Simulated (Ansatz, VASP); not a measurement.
# One calculation of SiC, two programs

INCAR

```
SYSTEM = SiC
PREC = Accurate
ENCUT = 520
EDIFF = 1E-6
ISMEAR = 0
SIGMA = 0.05
LREAL = .FALSE.
LASPH = .TRUE.
NELM = 80
ALGO = Normal
ISIF = 2
LWAVE = .FALSE.
LCHARG = .FALSE.
GGA = PS
NBANDS = 11
```

The input KPOINTS:

```
Automatic mesh
0
G
  10 10 10
  0 0 0
```

File POSCAR:

```
SiC
1.0
    0.0000000000      2.1637867187      2.1637867187
    2.1637867187      0.0000000000      2.1637867187
    2.1637867187      2.1637867187      0.0000000000
Si C
1 1
Direct
    0.0000000000      0.0000000000      0.0000000000
    0.7500000000      0.7500000000      0.7500000000
```

Input for Ansatz:

```yaml
crystal:
  lattice:
    - [0.0, 2.1637867187, 2.1637867187]
    - [2.1637867187, 0.0, 2.1637867187]
    - [2.1637867187, 2.1637867187, 0.0]
  atoms:
    - { symbol: Si, position: [0.0, 0.0, 0.0] }
    - { symbol: C, position: [0.75, 0.75, 0.75] }
basis:
  ecutwfc: 420
  ecutrho_ratio: 4
kpoints:
  mp_grid: { grid: [10, 10, 10] }
hamiltonian:
  xc: pbesol
scf:
  occupations: { method: gaussian, width: 0.05 }
output:
  forces: true
  stress: true
  eigenvalues: true
```

Alike in both runs: task single point; functional PBEsol; k mesh 10 × 10 × 10; occupations gaussian, width 0.05 eV; no spin polarisation.

```csv
,VASP,Ansatz
version,VASP 6.6.1,Ansatz 0.2.0
potentials or method,"VASP PAW PBE potentials, release 64 (Si, C), cutoff 520 eV","scalar-relativistic, plane waves, PAW"
valence electrons in the cell,8,8
```

|  | VASP | Ansatz | Ansatz less VASP |
| --- | --- | --- | --- |
| gap on the k mesh at the Fermi level (eV) | 1.21 | 1.22 | +0.011 |
| least direct gap on the mesh (eV) | 4.46 | 4.47 | +0.010 |
| pressure (GPa) | 5.0 | 4.7 | -0.37 |

VASP's potentials were made for PBE, not for PBEsol.
